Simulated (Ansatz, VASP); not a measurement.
HfC: VASP beside Ansatz

```
Hf C
1.0
     0.00000    2.25525    2.32500
     2.25525    0.00000    2.32500
     2.25525    2.25525    0.00000
Hf C
1 1
Cartesian
  2.2553 2.2553 2.3250
  0.0000 0.0000 0.0000
```

Change from the starting cell: equal xx and yy strain of -3 %, crystal datasets.

Alike in both runs: task electric field gradients; functional PBE; k mesh 15 × 15 × 15; occupations fermi-dirac, width 0.05 eV; no spin polarisation.

|  | VASP | Ansatz |
| --- | --- | --- |
| version | VASP 6.6.1 | Ansatz 0.2.0 |
| potentials or method | VASP PAW PBE potentials, release 64 (Hf_pv, C), cutoff 520 eV | all-electron PAW with datasets made for the crystal, scalar-relativistic |

|  | VASP | Ansatz | Ansatz less VASP |
| --- | --- | --- | --- |
| pressure (GPa) | 16.4 | 16.8 | +0.42 |
| traceless stress, the component that is largest in VASP (GPa) | -10.13 | -9.95 | +0.174 |
| size of Vzz on the site where it differs most (V/Å²) | 100.5 | 118.4 | +17.90 |

Ansatz ran all-electron here, and VASP with PAW potentials.

Spin-orbit coupling is off throughout.
